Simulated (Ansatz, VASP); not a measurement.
# One calculation of Nb2SnTe3, two programs

File INCAR:

```
ALGO = Normal ; EDIFF = 1E-6
ENCUT = 520 ; GGA = PE
ISIF = 2 ; ISMEAR = 0
LASPH = True ; LCHARG = False
LREAL = False ; LWAVE = False
NBANDS = 38 ; NELM = 100
PREC = Accurate ; SIGMA = 0.1
```

The input KPOINTS:

```
k-points
0
Gamma
  6 6 6
```

File POSCAR:

```
Nb2SnTe3
1.0
    3.1007084871      1.7901948797      5.7209500122
   -3.1007084871      1.7901948797      5.7209500122
    0.0000000000     -3.5803897594      5.7209500122
Nb Sn Te
2 1 3
Direct
    0.5636150282      0.5636150282      0.5636150282
    0.4363849718      0.4363849718      0.4363849718
    0.0000000000      0.0000000000      0.0000000000
    0.0000000000      0.5000000000      0.0000000000
    0.5000000000      0.0000000000      0.0000000000
    0.0000000000      0.0000000000      0.5000000000
```

Input for Ansatz:

```yaml
crystal:
  lattice:
    - [3.1007084871, 1.7901948797, 5.7209500122]
    - [-3.1007084871, 1.7901948797, 5.7209500122]
    - [0.0, -3.5803897594, 5.7209500122]
  atoms:
    - { symbol: Nb, position: [0.5636150282, 0.5636150282, 0.5636150282] }
    - { symbol: Nb, position: [0.4363849718, 0.4363849718, 0.4363849718] }
    - { symbol: Sn, position: [0.0, 0.0, 0.0] }
    - { symbol: Te, position: [0.0, 0.5, 0.0] }
    - { symbol: Te, position: [0.5, 0.0, 0.0] }
    - { symbol: Te, position: [0.0, 0.0, 0.5] }
basis:
  ecutwfc: 420
kpoints:
  mp_grid: { grid: [6, 6, 6] }
  band_path:
    path:
      - [[0.0, 0.0, 0.0], [0.5, 0.5, 0.5], [0.7680544, 0.2319456, 0.5]]
      - [[0.5, -0.2319456, 0.2319456], [0.5, 0.0, 0.0], [0.0, 0.0, 0.0], [0.3659728, -0.3659728, 0.0]]
      - [[0.6340272, 0.0, 0.3659728], [0.5, 0.0, 0.5], [0.0, 0.0, 0.0]]
    npoints: 14
hamiltonian:
  xc: pbe
scf:
  occupations: { method: gaussian, width: 0.1 }
  n_extra_bands: 15
output:
  forces: true
  stress: true
  eigenvalues: true
  populations: true
  dos: { projected: true, de: 0.02, nscf_kmesh: { grid: [8, 8, 8] } }
  bader: true
  write_density: true
  write_potential: true
  elf: true
  volumetric_format: npy
```

Alike in both runs: task single point; functional PBE; k mesh 6 × 6 × 6; occupations gaussian, width 0.1 eV; no spin polarisation.

|  | VASP | Ansatz |
| --- | --- | --- |
| version | VASP 6.6.1 | Ansatz 0.2.0 |
| potentials or method | VASP PAW PBE potentials, release 64 (Nb_sv, Sn_d, Te), cutoff 520 eV | scalar-relativistic, plane waves, PAW |
| valence electrons in the cell | 58 | 88 |

```tsv
	VASP	Ansatz	Ansatz less VASP
gap on the k mesh at the Fermi level (eV)	none	none	-
pressure (GPa)	-0.1	0.0	+0.05
traceless stress, the component that is largest in VASP (GPa)	0.06	0.00	-0.060
rms of the force components (eV/Å)	0.008	0.000	-0.0083
```

Atom by atom the forces differ by 0.008 eV/Å (rms over components). A gap of «none» marks a metal or a gap that the smearing closes. VASP's potentials hold 58 valence electrons a cell and Ansatz's 88, so a difference there can come from the potentials and not from the codes.

Neither program's run includes spin-orbit coupling.
